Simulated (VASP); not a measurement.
# Bi: single point with PBEsol

Bi:

```
Bi
1.0
    -1.95682    1.95682    1.95682
     1.95682   -1.95682    1.95682
     1.95682    1.95682   -1.95682
Bi
1
Direct
  0.00000 0.00000 0.00000
```

This isn't the form of Bi at room conditions, which is rhombohedral.

```json
{
  "Program": "VASP 6.6.1",
  "Task": "single point",
  "Functional": "PBEsol",
  "Potentials or basis": "VASP PAW PBE potentials, release 64 (Bi_d)",
  "Cutoff": "520 eV",
  "k mesh": "16 × 16 × 16",
  "Occupations": "gaussian, width 0.1 eV",
  "Spin": "no spin polarisation"
}
```

```yaml
Pressure: -0.1 GPa
Band_gap_on_the_k_mesh: zero (an odd number of electrons rules out a gap without spin polarisation)
```

Levels at points of the mesh, in eV from the Fermi level:
| k point | band 4 | band 5 | band 6 | band 7 | band 8 | band 9 | band 10 | band 11 |
| --- | --- | --- | --- | --- | --- | --- | --- | --- |
| (0.00, 0.00, 0.00) | -22.82 | -22.82 | -13.78 | 5.41 | 5.41 | 5.41 | 9.61 | 10.50 |
| (0.50, 0.00, 0.00) | -22.83 | -22.72 | -10.52 | -5.29 | 1.66 | 3.57 | 6.11 | 7.68 |
| (0.50, 0.50, 0.50) | -22.75 | -22.75 | -8.24 | -1.87 | -1.87 | -1.87 | 3.50 | 3.50 |

It took 45 s on 1 thread of Intel(R) Xeon(R) Platinum 8259CL CPU @ 2.50GHz (Skylake/Cascade Lake), with other jobs on the host, peak memory 0.19 GiB.

Caveat: the PAW data sets were made with another functional, which shifts forces and pressure a little; spin-orbit coupling is left out, which moves the levels of the heavy elements.
